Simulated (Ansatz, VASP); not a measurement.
# Two plane-wave programs on AlFe3B

```
CELL_PARAMETERS angstrom
3.97521 0.00000 0.00000
0.00000 3.97521 0.00000
0.00000 0.00000 3.82232
ATOMIC_POSITIONS crystal
Fe 0.00000 0.00000 0.50000
Fe 0.00000 0.50000 0.00000
Fe 0.50000 0.00000 0.00000
Al 0.50000 0.50000 0.50000
B 0.00000 0.00000 0.00000
```

Alike in both runs: task single point; functional PBEsol; k mesh 6 × 6 × 6; occupations fermi-dirac, width 0.05 eV; collinear spin.

|  | VASP | Ansatz |
| --- | --- | --- |
| version | VASP 6.6.1 | Ansatz 0.2.0 |
| potentials or method | VASP PAW PBE potentials, release 64 (Fe, Al, B) | Ansatz PAW |
| plane-wave cutoff (eV) | 520 | 420 |
| valence electrons in the cell | 30 | 54 |

|  | VASP | Ansatz | Ansatz less VASP |
| --- | --- | --- | --- |
| gap on the k mesh at the Fermi level (eV) | none | none | - |
| pressure (GPa) | -17.8 | -18.3 | -0.46 |
| traceless stress, the component that is largest in VASP (GPa) | 5.96 | 5.94 | -0.020 |
| net moment per atom (μB) | 0.89 | 0.89 | 0.000 |
| size of the moment on the site where the two differ most (μB) | 1.47 | 1.38 | -0.095 |

VASP's potentials were made for PBE, not for PBEsol. Site moments also hang on the region over which each program counts them. A gap of «none» marks a metal or a gap that the smearing closes. VASP's potentials hold 30 valence electrons a cell and Ansatz's 54, so a difference there can come from the potentials and not from the codes.
